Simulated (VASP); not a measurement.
Write the native input for VASP 6.6.1 that does the following.

| Quantity | Value |
| --- | --- |
| Task | single point |
| Functional | PBE |
| Potentials or basis | VASP PAW PBE potentials, release 64 (Eu, Te) |
| Cutoff | 520 eV |
| k mesh | 5 × 5 × 5 |
| Occupations | fermi-dirac, width 0.05 eV |
| Spin | collinear spin, ferromagnetic start |
| Starting moments | [7.0, 7.0, 7.0, 0.0] μB |
| Dipole correction | no |
| Further INCAR settings | ALGO = Normal; EDIFF = 1e-06; NBANDS = 40 |

The structure of Eu3Te lies in POSCAR:

```
Eu3Te
1.0
    5.1900047567      0.0000000000      0.0000000000
    0.0000000000      5.1900047567      0.0000000000
    0.0000000000      0.0000000000      5.1900047567
Eu Te
3 1
Direct
    0.5000000000      0.5000000000      0.0000000000
    0.5000000000      0.0000000000      0.5000000000
    0.0000000000      0.5000000000      0.5000000000
    0.0000000000      0.0000000000      0.0000000000
```

One way to write it, as run:

INCAR

```
ALGO = Normal ; EDIFF = 1E-6
ENCUT = 520 ; GGA = PE
ISIF = 2 ; ISMEAR = -1
ISPIN = 2 ; LASPH = True
LCHARG = False ; LMAXMIX = 6
LORBIT = 11 ; LREAL = False
LWAVE = False ; MAGMOM = 7 7 7 0
NBANDS = 40 ; NELM = 150
PREC = Accurate ; SIGMA = 0.05
```

KPOINTS

```
k-points
0
Gamma
  5 5 5
```

Potentials or basis: VASP PAW PBE potentials, release 64 (Eu, Te).

Command:

```bash
$ cat potpaw_PBE.64/Eu/POTCAR potpaw_PBE.64/Te/POTCAR > POTCAR
$ mpirun -np 1 vasp_std > vasp.out
```

Results of the run:

```yaml
Pressure: -1.4 GPa
Net_moment: 22.56 μB per cell
Site_moments: Eu +6.77; Te -0.07 μB
Valence_electrons_inside_the_program's_atomic_spheres: Eu 14.79; Te 3.34
```

Caveat: the highest band is partly filled, so the run has too few bands.

Wall time 24 min on 1 thread of Intel Xeon 8259CL, on a shared host, peak memory 0.35 GiB.
